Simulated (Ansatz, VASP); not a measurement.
# One calculation of Mn, two programs

```
Mn
1.0
    -1.45919    1.45919    1.45919
     1.45919   -1.45919    1.45919
     1.45919    1.45919   -1.45919
Mn
1
Cartesian
  0.0000 0.0000 0.0000
```

Alike in both runs: task single point; functional revPBE; k mesh 18 × 18 × 18; occupations fermi-dirac, width 0.05 eV; collinear spin.

|  | VASP | Ansatz |
| --- | --- | --- |
| version | VASP 6.6.1 | Ansatz 0.2.0 |
| potentials or method | VASP PAW PBE potentials, release 64 (Mn_pv), cutoff 500 eV | plane waves (420 eV) with PAW, scalar-relativistic |
| valence electrons in the cell | 13 | 15 |

|  | VASP | Ansatz | Ansatz less VASP |
| --- | --- | --- | --- |
| pressure (GPa) | -20.0 | -19.9 | +0.09 |
| net moment per atom (μB) | 1.12 | 1.12 | -0.009 |
| size of the moment on the site where the two differ most (μB) | 1.14 | 1.13 | -0.009 |

VASP's potentials were made for PBE, not for revPBE. Site moments also hang on the region over which each program counts them. VASP's potentials hold 13 valence electrons a cell and Ansatz's 15, so a difference there can come from the potentials and not from the codes.
